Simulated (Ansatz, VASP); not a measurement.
## TiW4 in VASP and in Ansatz

```
Ti W
1.0
     2.78311    0.00000    0.00000
    -1.39156    2.41025    0.00000
     0.00000    0.00000   24.68234
Ti W
2 8
Cartesian
  1.3916 0.8034 17.2785
  1.3916 0.8034 7.4039
  0.0000 1.6068 14.8089
  0.0000 1.6068 19.7476
  0.0000 1.6068 0.0000
  0.0000 1.6068 4.9348
  0.0000 1.6068 9.8735
  1.3916 0.8034 22.2162
  1.3916 0.8034 2.4661
  1.3916 0.8034 12.3412
```

Alike in both runs: functional PBE; k mesh 18 × 18 × 2; occupations gaussian, width 0.1 eV; no spin polarisation.

Ansatz relaxed the structure, and its values are those at the end. VASP's run is a single point on that final structure, the one shown.

```csv
,VASP,Ansatz
version,VASP 6.6.1,Ansatz 0.2.0
potentials or method,"VASP PAW PBE potentials, release 64 (Ti_sv, W_sv), cutoff 520 eV","scalar-relativistic, plane waves, PAW"
valence electrons in the cell,136,136
```

|  | VASP | Ansatz | Ansatz less VASP |
| --- | --- | --- | --- |
| gap on the k mesh at the Fermi level (eV) | none | none | - |
| pressure (GPa) | 0.3 | 0.0 | -0.29 |
| rms of the force components (eV/Å) | 0.008 | 0.000 | -0.0073 |

A gap of «none» marks a metal or a gap that the smearing closes. The functional is the same, so the differences come from potentials, cutoffs and numerics.

Neither program's run includes spin-orbit coupling.
